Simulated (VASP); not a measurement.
Here is a VASP 6.6.1 calculation.

Contents of INCAR:

```
PREC = Accurate ; ENCUT = 690
EDIFF = 1E-6 ; ISMEAR = -1
SIGMA = 0.05 ; LREAL = F
LASPH = T ; NELM = 200
ALGO = Normal ; ISIF = 2
LWAVE = F ; LCHARG = T
ISPIN = 2 ; MAGMOM = 1.5
LORBIT = 11 ; NUPDOWN = 1.5
LMAXMIX = 4 ; GGA = PE
LELF = T ; LVHAR = T
NBANDS = 18 ; GGA_COMPAT = F
```

Contents of KPOINTS:

```
regular mesh
0
Gamma
  11 11 11
```

File POSCAR:

```
Co
1.0
   -1.4145745000      1.3929095500      1.3921574700
    1.4429802800     -1.3751271500      1.4027808400
    1.4112696000      1.3718222500     -1.3743750600
Co
1
Direct
    0.0000000000      0.0000000000      0.0000000000
```

Potentials or basis: VASP PAW PBE potentials, release 64 (Co_sv).

Launch:

```bash
$ cat potpaw_PBE.64/Co_sv/POTCAR > POTCAR
$ mpirun -np 1 vasp_std > vasp.out
```

Q: Predict the pressure.

A: -3.9 GPa.

Stress tensor (GPa, compression positive):
```
-2.74  0.37 -2.82
 0.37 -4.86 -1.72
-2.82 -1.72 -4.19
```

Caveat: the cell stands under tension; the total moment is fixed, so each spin has its own Fermi level and the state may be an excited one.
